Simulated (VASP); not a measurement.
Wanted: the native input for a VASP 6.6.1 run.

```
Task                   : single point
Functional             : PBE
Potentials or basis    : VASP PAW PBE potentials, release 64 (Ba_sv)
Cutoff                 : 520 eV
k mesh                 : 12 × 12 × 12
Occupations            : gaussian, width 0.1 eV
Spin                   : no spin polarisation
Dipole correction      : no
Further INCAR settings : ALGO = Fast; EDIFF = 1e-06; NBANDS = 11
```

The structure of Ba lies in POSCAR:

```
Ba
1.0
   -2.4589000000      2.4589000000      2.4589000000
    2.4589000000     -2.4589000000      2.4589000000
    2.4589000000      2.4589000000     -2.4589000000
Ba
1
Direct
    0.0000000000      0.0000000000      0.0000000000
```

This cell differs from its parent crystal: strained.

The input as run:

INCAR

```
ALGO     = Fast           # electronic algorithm
EDIFF    = 1E-6           # SCF threshold, eV
ENCUT    = 520            # plane-wave cutoff, eV
GGA      = PE             # functional
ISIF     = 2              # what is computed and relaxed
ISMEAR   = 0              # smearing method
LASPH    = T              # aspherical terms in the spheres
LCHARG   = F              # write CHGCAR
LREAL    = F              # projectors in reciprocal space
LWAVE    = F              # write WAVECAR
NBANDS   = 11             # bands
NELM     = 100            # most SCF steps
PREC     = Accurate       # precision mode
SIGMA    = 0.1            # smearing width, eV
```

KPOINTS

```
k-points
0
Gamma
  12 12 12
```

Potentials or basis: VASP PAW PBE potentials, release 64 (Ba_sv).

The run is started by

```console
$ cat potpaw_PBE.64/Ba_sv/POTCAR > POTCAR
$ mpirun -np 1 vasp_std > vasp.out
```

It gave:

- Pressure: 0.6 GPa
- Band gap on the k mesh: zero (bands 5 and 6 overlap by 1.20 eV)

Caveat: the cell differs from its parent crystal (strained); spin-orbit coupling is left out, which moves the levels of the heavy elements.

Run time: 13 s on 1 thread of Intel(R) Xeon(R) Platinum 8481C CPU @ 2.70GHz (Sapphire Rapids), on a shared host, peak memory 0.2 GiB.
